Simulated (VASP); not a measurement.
# Se (P3_121) in VASP: further runs

Se is run at these levels: PBE; tasks: single point.

Program: VASP 6.6.1. These are calculated values, not measurements. Logs are shortened: lines on timing, memory, paths and dates and some standing lists are left out, and cuts for length are marked.

## (1) The cell of the first run

Symmetry: P3_121, No. 152, trigonal system. Conventional cell: a = 4.402 Å, b = 4.402 Å, c = 4.995 Å, α = 90.00°, β = 90.00°, γ = 120.00°. Se (site symmetry 2) has 2 Se at 2.39 Å within 3.2 Å.

## (2) Single point, PBE

Input file INCAR:

```
SYSTEM = Se
  PREC = Accurate
  ENCUT = 500
  EDIFF = 1E-6
  ISMEAR = 0
  SIGMA = 0.01
  LREAL = .False.
  LASPH = .True.
  NELM = 120
  ALGO = Normal
  ISIF = 2
  LWAVE = .False.
  LCHARG = .True.
  GGA = PE
  LELF = .True.
  LVHAR = .True.
  NBANDS = 16
  GGA_COMPAT = .False.
```

Input file KPOINTS:

```
Automatic mesh
0
Gamma
  5 5 4
  0 0 0
```

Input file POSCAR:

```
Se
1.0
    4.4022859340      0.0000000000      0.0000000000
   -2.2011429670      3.8124913346      0.0000000000
    0.0000000000      0.0000000000      4.9945406996
Se
3
Direct
    0.2254000000      0.0000000000      0.3333333333
    0.0000000000      0.2254000000      0.6666666667
    0.7746000000      0.7746000000      0.0000000000
```

Potentials or basis: VASP PAW PBE potentials, release 64 (Se).

Launch:

```bash
cat potpaw_PBE.64/Se/POTCAR > POTCAR
mpirun -np 1 vasp_std > vasp.out
```

OUTCAR:

```text
SYSTEM = Se
   PREC = Accurate
   ENCUT = 500
   EDIFF = 1E-6
   ISMEAR = 0
   LREAL = .False.
   LASPH = .True.
   NELM = 120
   ISIF = 2
   GGA = PE

 ion  position               nearest neighbor table
   1  0.225  0.000  0.333-   3 2.39   2 2.39
   2  0.000  0.225  0.667-   3 2.39   1 2.39
   3  0.775  0.775  0.000-   2 2.39   1 2.39

  LATTYP: Found a hexagonal cell.
 ALAT       =     4.4022859340
 C/A-ratio  =     1.1345334616

  Lattice vectors:

 A1 = (   4.4022859340,   0.0000000000,   0.0000000000)
 A2 = (  -2.2011429670,   3.8124913346,   0.0000000000)
 A3 = (   0.0000000000,   0.0000000000,   4.9945406996)

Analysis of symmetry for initial positions (statically):
=====================================================================
 Subroutine PRICEL returns:
 Original cell was already a primitive cell.

 Routine SETGRP: Setting up the symmetry group for a
 hexagonal supercell.

 Subroutine GETGRP returns: Found  6 space group operations
 (whereof  2 operations were pure point group operations)
 out of a pool of 24 trial point group operations.

The static configuration has the point symmetry C_2 .
 The point group associated with its full space group is D_3 .

Analysis of symmetry for dynamics (positions and initial velocities):
=====================================================================
 Subroutine PRICEL returns:
 Original cell was already a primitive cell.

 Routine SETGRP: Setting up the symmetry group for a
 hexagonal supercell.

 Subroutine GETGRP returns: Found  6 space group operations
 (whereof  2 operations were pure point group operations)
 out of a pool of 24 trial point group operations.

The dynamic configuration has the point symmetry C_2 .
 The point group associated with its full space group is D_3 .

 Subroutine INISYM returns: Found  6 space group operations
 (whereof  2 operations are pure point group operations),
 and found     1 'primitive' translations

----------------------------------------------------------------------------------------

                                     Primitive cell

  volume of cell :      83.8268

  direct lattice vectors                    reciprocal lattice vectors
     4.402285934  0.000000000  0.000000000     0.227154713  0.131147839  0.000000000
[... 78 lines left out ...]
   ENCUT  =  500.0 eV  36.75 Ry    6.06 a.u.   8.03  8.03  9.11*2*pi/ulx,y,z
   NELM   =    120;   NELMIN=  2; NELMDL= -5     # of ELM steps
   EDIFF  = 0.1E-05   stopping-criterion for ELM
   LREAL  =      F    real-space projection
   EDIFFG = 0.1E-04   stopping-criterion for IOM
   NSW    =      0    number of steps for IOM
   IBRION =     -1    ionic relax: 0-MD 1-quasi-New 2-CG
   NFREE  =      0    steps in history (QN), initial steepest desc. (CG)
   ISIF   =      2    stress and relaxation
   ISYM   =      2    0-nonsym 1-usesym 2-fastsym
   POTIM  = 0.5000    time-step for ionic-motion
   TEBEG  =    0.0;   TEEND  =   0.0 temperature during run
   PSTRESS=    0.0 pullay stress
   NELECT =      18.0000    total number of electrons
   NUPDOWN=      -1.0000    fix difference up-down
   EMIN   =  10.00;   EMAX   =-10.00  energy-range for DOS
   EFERMI =   0.00;   METHOD = LEGACY
   ISMEAR =     0;   SIGMA  =   0.01  broadening in eV -4-tet -1-fermi 0-gaus
   EFERMI_NEDOS =   21; number of points for ismear=-14 and -15
   IALGO  =     38    algorithm
   IMIX   =      4    mixing-type and parameters
     AMIX     =   0.40;   BMIX     =  1.00
     AMIX_MAG =   1.60;   BMIX_MAG =  1.00
  volume/ion in A,a.u.               =      27.94       188.56
  Fermi-wavevector in a.u.,A,eV,Ry     =   0.980328  1.852551 13.075786  0.961043
  Thomas-Fermi vector in A             =   2.111250
   LORBIT       =      0    0 simple, 1 ext, 2 COOP (PROOUT), +10 PAW based schemes
   GGA     = PE    functional components
   LHFCALC =     F    Hartree Fock is set to
   AEXX    =    0.0000 exact exchange contribution
   IVDW    =     0    specifies the selected vdW correction
   LEPSILON=     F    determine dielectric tensor
   LRPA    =     F    only Hartree local field effects (RPA)
 non-spin polarized calculation
 Gauss-broadening in eV      SIGMA  =   0.01
  energy-cutoff  :      500.00
  volume of cell :       83.83
 maximum number of plane-waves:      2140
   NGX = 17   NGY = 17   NGZ = 19

 number of electron      18.0000002 magnetization

 Free energy of the ion-electron system (eV)
  ---------------------------------------------------
  ext. energy  EPLUGINS =         0.00000000
  ---------------------------------------------------
  free energy    TOTEN  =       -10.49593445 eV

  energy without entropy =      -10.49593445  energy(sigma->0) =      -10.49593445

 E-fermi :   2.4783     XC(G=0):  -8.7355

 val. band max:        2.3935197372   @ k =   0.4000   0.2000   0.5000
 cond. band min:       3.6531286086   @ k =   0.0000   0.0000   0.5000
 fundamental gap:      1.2596088714
 Fermi energy:         2.4782606022

 k-point     1 :       0.0000    0.0000    0.0000
  band No.  band energies     occupation
      1     -13.2210      2.00000
      2      -9.2381      2.00000
      3      -9.2381      2.00000
      4      -1.3358      2.00000
      5      -1.3358      2.00000
      6      -1.2134      2.00000
[... 300 lines left out ...]
      3      -8.1418      2.00000
      4      -3.2061      2.00000
      5      -2.2347      2.00000
      6      -2.1592      2.00000
[... 8 lines left out ...]
     15      11.2109      0.00000
     16      11.3661      0.00000

------------------------ aborting loop because EDIFF is reached ----------------------------------------

  FORCE on cell =-STRESS in cart. coord.  units (eV):
  Direction    XX          YY          ZZ          XY          YZ          ZX
  --------------------------------------------------------------------------------------
  -------------------------------------------------------------------------------------
  Total        0.5807784      0.5807783      1.1169919     -0.0000000      0.0000000      0.0000000
  in kB       11.1003926     11.1003919     21.3490188     -0.0000000      0.0000000      0.0000000
  external PRESSURE =      14.5166011 kB  Pullay stress =       0.0000000 kB

 VOLUME and BASIS-vectors are now :
 -----------------------------------------------------------------------------
  energy-cutoff  :      500.00
  volume of cell :       83.83
      direct lattice vectors                 reciprocal lattice vectors
     4.402285934  0.000000000  0.000000000     0.227154713  0.131147839  0.000000000
    -2.201142967  3.812491335  0.000000000     0.000000000  0.262295678  0.000000000
     0.000000000  0.000000000  4.994540700     0.000000000  0.000000000  0.200218611

 POSITION                                       TOTAL-FORCE (eV/Angst)
 -----------------------------------------------------------------------------------
      0.99228      0.00000      1.66485         0.182738      0.000000     -0.000000
     -0.49614      0.85934      3.32969        -0.091369      0.158255     -0.000000
      1.70501      2.95316      0.00000        -0.091369     -0.158255      0.000000
 -----------------------------------------------------------------------------------
    total drift:                               -0.000000     -0.000000      0.000000

  FREE ENERGIE OF THE ION-ELECTRON SYSTEM (eV)
  ---------------------------------------------------
  free  energy   TOTEN  =       -10.4959344512 eV

  energy  without entropy=      -10.4959344512  energy(sigma->0) =      -10.49593445
```

stdout:

```text
POSCAR found type information on POSCAR Se
 POSCAR found :  1 types and       3 ions
 scaLAPACK will be used
 LDA part: xc-table for (Slater+PW92), standard interpolation
 POSCAR, INCAR and KPOINTS ok, starting setup
 FFT: planning ... GRIDC
 FFT: planning ... GRID_SOFT
 FFT: planning ... GRID
 WAVECAR not read
 entering main loop
```

Run time: 16 s. Hardware: 1 thread of Intel Xeon Platinum 8259CL at 2.50GHz (Skylake/Cascade Lake), shared host; peak memory 0.18 GiB.

Results:

| Item | Value |
| --- | --- |
| Free energy | -10.4959 eV |
| Pressure | 1.5 GPa |
| Largest force | 0.183 eV/Å |
| Band gap on the k mesh | 1.26 eV (least direct gap 1.31 eV) |

Forces on the atoms (eV/Å):
```
Se   0.183  0.000  0.000
Se  -0.091  0.158  0.000
Se  -0.091 -0.158  0.000
```

Stress tensor (GPa, compression positive):
```
1.11 0.00 0.00
0.00 1.11 0.00
0.00 0.00 2.13
```

Caveat: an odd mesh through Γ misses points on the zone boundary, where band edges can lie.

## (3) Single point, PBE

This run uses another cell than the first one, of 28.62 Å³/atom.

Input file INCAR:

```
PREC = Accurate
ENCUT = 500
EDIFF = 1E-6
ISMEAR = 0
SIGMA = 0.01
LREAL = F
LASPH = T
NELM = 120
ALGO = Normal
ISIF = 2
LWAVE = F
LCHARG = T
GGA = PE
LELF = T
LVHAR = T
NBANDS = 16
GGA_COMPAT = F
```

Input file KPOINTS:

```
Automatic mesh
0
Gamma
  5 5 4
```

Input file POSCAR:

```
Se
1.0
    4.4377897731      0.0000000000      0.0000000000
   -2.2188948866      3.8432385602      0.0000000000
    0.0000000000      0.0000000000      5.0348209931
Se
3
Direct
    0.2254000000      0.0000000000      0.3333333333
    0.0000000000      0.2254000000      0.6666666667
    0.7746000000      0.7746000000      0.0000000000
```

Potentials or basis: VASP PAW PBE potentials, release 64 (Se).

Launch:

```bash
cat potpaw_PBE.64/Se/POTCAR > POTCAR
mpirun -np 1 vasp_std > vasp.out
```

Run time: 17 s. Hardware: 1 thread of Intel Xeon Platinum 8259CL at 2.50GHz (Skylake/Cascade Lake), shared host; peak memory 0.18 GiB.

It converged, with:

```yaml
Free_energy: -10.5061 eV
Pressure: 0.2 GPa
Largest_force: 0.050 eV/Å
Band_gap_on_the_k_mesh: 1.27 eV (least direct gap 1.28 eV)
```

Forces in eV/Å, atoms in the order of the input:
```
Se  -0.050  0.000  0.000
Se   0.025 -0.043  0.000
Se   0.025  0.043  0.000
```

Stress tensor (GPa, compression positive):
```
0.06 0.00 0.00
0.00 0.06 0.00
0.00 0.00 0.37
```

Levels at points of the mesh, in eV from the valence-band top:
| k point | band 6 | band 7 | band 8 | band 9 | band 10 | band 11 | band 12 | band 13 |
| --- | --- | --- | --- | --- | --- | --- | --- | --- |
| (0.00, 0.00, 0.00) | -3.49 | -1.83 | -1.83 | -0.32 | 1.85 | 1.85 | 2.19 | 6.11 |
| (0.00, 0.00, 0.50) | -3.18 | -1.36 | -1.36 | -0.98 | 1.27 | 1.27 | 1.31 | 6.45 |

Caveat: an odd mesh through Γ misses points on the zone boundary, where band edges can lie.

(Part 1 of 2 ends here.)
